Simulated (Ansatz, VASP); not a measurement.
**One calculation of In2O3, two programs**

```
In O
1.0
     2.75966    1.59329    4.86905
    -2.75966    1.59329    4.86905
     0.00000   -3.18658    4.86905
In O
4 6
Direct
  0.85725 0.85725 0.85725
  0.35725 0.35725 0.35725
  0.14275 0.14275 0.14275
  0.64275 0.64275 0.64275
  0.45352 0.04648 0.75000
  0.04648 0.75000 0.45352
  0.54648 0.95352 0.25000
  0.25000 0.54648 0.95352
  0.95352 0.25000 0.54648
  0.75000 0.45352 0.04648
```

Alike in both runs: task single point; functional PBE; k mesh 4 × 4 × 4; no spin polarisation.

|  | VASP | Ansatz |
| --- | --- | --- |
| version | VASP 6.6.1 | Ansatz 0.2.0 |
| potentials or method | VASP PAW PBE potentials, release 64 (In_d, O) | plane waves, PAW |
| plane-wave cutoff (eV) | 520 | 420 |
| occupations | gaussian, width 0.01 eV | fixed |
| valence electrons in the cell | 88 | 88 |

```csv
,VASP,Ansatz,Ansatz less VASP
gap on the k mesh at the Fermi level (eV),1.17,1.18,+0.007
pressure (GPa),5.5,5.0,-0.46
"traceless stress, the component that is largest in VASP (GPa)",-0.62,-0.50,+0.114
rms of the force components (eV/Å),0.015,0.018,+0.0033
```

Atom by atom the forces differ by 0.006 eV/Å (rms over components).
